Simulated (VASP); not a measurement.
C, 2 atoms in the cell. Symmetry: Fmmm, No. 69, orthorhombic system. Conventional cell: a = 2.466 Å, b = 4.272 Å, c = 8.605 Å, α = 90.00°, β = 90.00°, γ = 90.00°. C (site symmetry m2m) has 3 C at 1.42 Å within 1.9 Å. 

```yaml
Program: VASP 6.6.1
Task: single point
Functional: PBE
Potentials_or_basis: VASP PAW PBE potentials, release 64 (C)
Cutoff: 520 eV
k_mesh: 14 × 14 × 14
Occupations: gaussian, width 0.02 eV
Spin: no spin polarisation
Dipole_correction: no
Further_INCAR_settings: ALGO = Normal; EDIFF = 1e-06; NBANDS = 11
```

Potentials or basis: VASP PAW PBE potentials, release 64 (C).

Run with:

```bash
$ cat potpaw_PBE.64/C/POTCAR > POTCAR
$ mpirun -np 1 vasp_std > vasp.out
```

Hardware: 1 thread of Intel(R) Xeon(R) 6975P-C (Granite Rapids), with other jobs on the host.

**Question.** How long does it take, and how much memory?

**Answer.** Run time: 56 s on 1 thread of Intel(R) Xeon(R) 6975P-C (Granite Rapids), on a shared host, peak memory 0.21 GiB. Counts: scf iterations 13, k points 428.
